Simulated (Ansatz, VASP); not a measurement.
## Tc3Sn: VASP beside Ansatz

```
CELL_PARAMETERS angstrom
0.00000 3.17219 3.17219
3.17219 0.00000 3.17219
3.17219 3.17219 0.00000
ATOMIC_POSITIONS crystal
Sn 0.00000 0.00000 0.00000
Tc 0.50000 0.50000 0.50000
Tc 0.75000 0.75000 0.75000
Tc 0.25000 0.25000 0.25000
```

Alike in both runs: task single point; functional PBE; k mesh 7 × 7 × 7; occupations fermi-dirac, width 0.05 eV; no spin polarisation.

```csv
,VASP,Ansatz
version,VASP 6.6.1,Ansatz 0.2.0
potentials or method,"VASP PAW PBE potentials, release 64 (Sn_d, Tc_pv)",Ansatz PAW earlier set
plane-wave cutoff (eV),520,500
valence electrons in the cell,53,59
```

```tsv
	VASP	Ansatz	Ansatz less VASP
gap on the k mesh at the Fermi level (eV)	none	none	-
pressure (GPa)	-2.2	-1.9	+0.29
```

A gap of «none» marks a metal or a gap that the smearing closes. The functional is the same, so the differences come from potentials, cutoffs and numerics. VASP's potentials hold 53 valence electrons a cell and Ansatz's 59, so a difference there can come from the potentials and not from the codes.
